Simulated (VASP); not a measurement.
Wanted: the native input for a VASP 6.6.1 run.

| Quantity | Value |
| --- | --- |
| Task | single point |
| Functional | PBEsol-based screened hybrid with 25 % exact exchange |
| Potentials or basis | VASP PAW PBE potentials, release 64 (Hf_pv, N) |
| Cutoff | 520 eV |
| k mesh | 5 × 5 × 5 |
| Occupations | fermi-dirac, width 0.05 eV |
| Spin | no spin polarisation |
| Dipole correction | no |
| Grid for exact exchange (PRECFOCK) | Normal |
| Share of exact exchange | 0.25 |
| Further INCAR settings | ALGO = Normal; EDIFF = 1e-06; NBANDS = 14 |
| Screening parameter | 0.207 1/Å |

HfN:

```
CELL_PARAMETERS angstrom
2.82503 0.00000 0.00000
0.00000 2.82503 0.00000
0.00000 0.00000 2.82503
ATOMIC_POSITIONS crystal
Hf 0.50000 0.50000 0.50000
N 0.00000 0.00000 0.00000
```

These files were run (other wordings do the same):

POSCAR

```
HfN
1.0
    2.8250300000      0.0000000000      0.0000000000
    0.0000000000      2.8250300000      0.0000000000
    0.0000000000      0.0000000000      2.8250300000
Hf N
1 1
Direct
    0.5000000000      0.5000000000      0.5000000000
    0.0000000000      0.0000000000      0.0000000000
```

INCAR.step1

```
PREC = Accurate
ENCUT = 520
EDIFF = 1E-5
ISMEAR = -1
SIGMA = 0.05
LREAL = False
LASPH = True
NELM = 60
ALGO = Normal
ISIF = 2
LWAVE = True
LCHARG = False
GGA = PE
NBANDS = 14
```

INCAR.step2

```
PREC = Accurate
ENCUT = 520
EDIFF = 1E-6
ISMEAR = -1
SIGMA = 0.05
LREAL = False
LASPH = True
NELM = 60
ALGO = Normal
ISIF = 2
LWAVE = False
LCHARG = False
GGA = PS
LHFCALC = True
AEXX = 0.25
HFSCREEN = 0.207
PRECFOCK = Normal
ISTART = 1
NBANDS = 14
```

KPOINTS

```
regular mesh
0
Gamma
  5 5 5
```

Potentials or basis: VASP PAW PBE potentials, release 64 (Hf_pv, N).

The run is started by

```bash
$ cat potpaw_PBE.64/Hf_pv/POTCAR potpaw_PBE.64/N/POTCAR > POTCAR
$ cp INCAR.step1 INCAR
$ mpirun -np 1 vasp_std > vasp.out
$ cp INCAR.step2 INCAR
$ mpirun -np 1 vasp_std > vasp.out
```

Results of the run:

```yaml
Pressure: -16.7 GPa
Band_gap_on_the_k_mesh: zero (an odd number of electrons rules out a gap without spin polarisation)
```

Caveat: the k points lie up to 0.44 Å⁻¹ apart, too coarse for converged energies and pressures of a metal; the PAW data sets were made with another functional, which shifts forces and pressure a little; spin-orbit coupling is left out, which moves the levels of the heavy elements.

Wall time 4.2 min on 1 thread of AMD EPYC 7R43 64-Core Processor (Zen 3) (shared host), peak memory 0.21 GiB.
